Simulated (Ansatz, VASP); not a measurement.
**One calculation of Cd, two programs**

File INCAR:

```
PREC = Accurate
ENCUT = 520
EDIFF = 1E-6
ISMEAR = -1
SIGMA = 0.08
LREAL = False
LASPH = True
NELM = 80
ALGO = Normal
ISIF = 2
LWAVE = False
LCHARG = False
GGA = PE
NBANDS = 19
```

Contents of KPOINTS:

```
Automatic mesh
0
Gamma
  9 9 9
```

File POSCAR:

```
Cd
1.0
    0.0000000000      3.3399999803      3.3399999803
    3.3399999803      0.0000000000      3.3399999803
    3.3399999803      3.3399999803      0.0000000000
Cd
2
Direct
    0.0000000000      0.0000000000      0.0000000000
    0.2500000000      0.2500000000      0.2500000000
```

Input for Ansatz:

```yaml
crystal:
  lattice:
    - [0.0, 3.3399999803, 3.3399999803]
    - [3.3399999803, 0.0, 3.3399999803]
    - [3.3399999803, 3.3399999803, 0.0]
  atoms:
    - { symbol: Cd, position: [0.0, 0.0, 0.0] }
    - { symbol: Cd, position: [0.25, 0.25, 0.25] }
kpoints:
  mp_grid: { grid: [9, 9, 9] }
  band_path:
    path:
      - [0.0, 0.0, 0.0]
      - [0.5, 0.0, 0.5]
      - [0.625, 0.25, 0.625]
      - [0.375, 0.375, 0.75]
      - [0.0, 0.0, 0.0]
      - [0.5, 0.5, 0.5]
      - [0.5, 0.25, 0.75]
      - [0.5, 0.0, 0.5]
    npoints: 14
scf:
  occupations: { method: fermi_dirac, width: 0.08 }
hamiltonian:
  xc: pbe
  pseudopotentials: { kind: all_electron, lapw: { basis_error: 0.00025 } }
output:
  forces: true
  stress: true
  eigenvalues: true
  fatbands: true
  populations: true
  dos: { projected: true, de: 0.2, e_range: [-14, 8] }
```

Alike in both runs: task single point; functional PBE; k mesh 9 × 9 × 9; occupations fermi-dirac, width 0.08 eV; no spin polarisation.

|  | VASP | Ansatz |
| --- | --- | --- |
| version | VASP 6.6.1 | Ansatz 0.2.0 |
| potentials or method | VASP PAW PBE potentials, release 64 (Cd), cutoff 520 eV | all-electron LAPW, scalar-relativistic |

Ansatz gave:

```
pressure (GPa) : 0.0
```

What did VASP give for the same quantities?

Pressure (GPa): 0.1.

Ansatz ran all-electron here, and VASP with PAW potentials.
